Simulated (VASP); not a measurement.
# ZrB2: electric field gradients with PBE

ZrB2:

```
CELL_PARAMETERS angstrom
3.17120 0.00000 0.00000
-1.58560 2.74634 0.00000
0.00000 0.00000 3.54203
ATOMIC_POSITIONS crystal
Zr 0.00000 0.00000 0.00000
B 0.33333 0.66667 0.50000
B 0.66667 0.33333 0.50000
```

* Program: VASP 6.6.1
* Task: electric field gradients
* Functional: PBE
* Potentials or basis: VASP PAW PBE potentials, release 64 (Zr_sv, B)
* Cutoff: 520 eV
* k mesh: 14 × 14 × 12
* Occupations: gaussian, width 0.05 eV
* Spin: no spin polarisation
* Dipole correction: no
* Further INCAR settings: ALGO = Normal; EDIFF = 1e-08; NBANDS = 16

The pressure is 0.1 GPa and the band gap on the k mesh is zero (band 9 reaches 11.27 eV, above the bottom of band 10 at 10.29 eV).

Levels at points of the mesh, in eV from the Fermi level:
```tsv
k point	band 6	band 7	band 8	band 9	band 10	band 11	band 12	band 13
(0.00, 0.00, 0.00)	-2.62	-2.62	-2.59	-2.38	3.37	3.37	4.13	4.13
(0.50, 0.00, 0.00)	-8.52	-3.91	-3.06	-2.68	2.21	2.28	4.91	4.96
(0.00, 0.00, 0.50)	-6.96	-0.97	-0.97	0.33	0.33	0.77	0.77	1.78
(0.50, 0.00, 0.50)	-7.01	-4.60	-4.13	-2.02	3.69	4.06	5.27	6.17
```

Electric field gradients, principal values (V/Å²):
| atom | least | middle | greatest (by size) |
| --- | --- | --- | --- |
| 1 Zr | -20.928 | -20.928 | 41.856 |
| 2 B | -0.926 | -0.926 | 1.851 |
| 3 B | -0.926 | -0.926 | 1.851 |

Run time: 23 s on 1 thread of Intel(R) Xeon(R) 6975P-C (Granite Rapids) (shared host), peak memory 0.2 GiB.

Caveat: without QUAD_EFG the Cq values of the log hold for a quadrupole moment of 1 mb, not for the nuclei.
